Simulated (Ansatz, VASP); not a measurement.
# One calculation of NaF, two programs

POSCAR

```
NaF
1.0
    0.0000000000      2.2971680881      2.2971680881
    2.2971680881      0.0000000000      2.2971680881
    2.2971680881      2.2971680881      0.0000000000
Na F
1 1
Direct
    0.0000000000      0.0000000000      0.0000000000
    0.5000000000      0.5000000000      0.5000000000
```

The input INCAR.step1:

```
  PREC = Accurate
  ENCUT = 520
  EDIFF = 1E-5
  ISMEAR = 0
  SIGMA = 0.01
  LREAL = F
  LASPH = T
  NELM = 100
  ALGO = Normal
  ISIF = 2
  LWAVE = T
  LCHARG = F
  GGA = PE
  NBANDS = 14
```

INCAR.step2

```
  PREC = Accurate
  ENCUT = 520
  EDIFF = 1E-7
  ISMEAR = 0
  SIGMA = 0.01
  LREAL = F
  LASPH = T
  NELM = 100
  ALGO = Normal
  ISIF = 2
  LWAVE = F
  LCHARG = F
  GGA = PE
  LHFCALC = T
  AEXX = 0.75
  HFSCREEN = 0.2078
  PRECFOCK = Normal
  ISTART = 1
  NBANDS = 14
```

Contents of KPOINTS:

```
regular mesh
0
Gamma
  4 4 4
```

Input for Ansatz:

```yaml
crystal:
  lattice:
    - [0.0, 2.2971680881, 2.2971680881]
    - [2.2971680881, 0.0, 2.2971680881]
    - [2.2971680881, 2.2971680881, 0.0]
  atoms:
    - { symbol: Na, position: [0.0, 0.0, 0.0] }
    - { symbol: F, position: [0.5, 0.5, 0.5] }
kpoints:
  mp_grid: { grid: [4, 4, 4] }
hamiltonian:
  xc:
    exchange: pbe
    correlation: pbe
    exx: { coeff: 0.75, omega: 0.2078 }
scf:
  occupations: { method: fixed }
  n_extra_bands: 4
output:
  forces: true
  stress: true
  eigenvalues: true
```

Alike in both runs: task single point; functional PBE-based screened hybrid; k mesh 4 × 4 × 4; no spin polarisation.

|  | VASP | Ansatz |
| --- | --- | --- |
| version | VASP 6.6.1 | Ansatz 0.2.0 |
| potentials or method | VASP PAW PBE potentials, release 64 (Na_pv, F) | plane waves |
| plane-wave cutoff (eV) | 520 | 420 |
| occupations | gaussian, width 0.01 eV | fixed |
| valence electrons in the cell | 14 | 16 |

|  | VASP | Ansatz | Ansatz less VASP |
| --- | --- | --- | --- |
| gap on the k mesh at the Fermi level (eV) | 13.12 | 13.20 | +0.072 |
| pressure (GPa) | -1.8 | -2.3 | -0.51 |

VASP's potentials were made for PBE, not for PBE-based screened hybrid. VASP's potentials hold 14 valence electrons a cell and Ansatz's 16, so a difference there can come from the potentials and not from the codes. Ansatz's warnings: stress exchange threshold loose, stress scf threshold loose.

The k mesh is coarse, so the values compare programs but aren't converged.
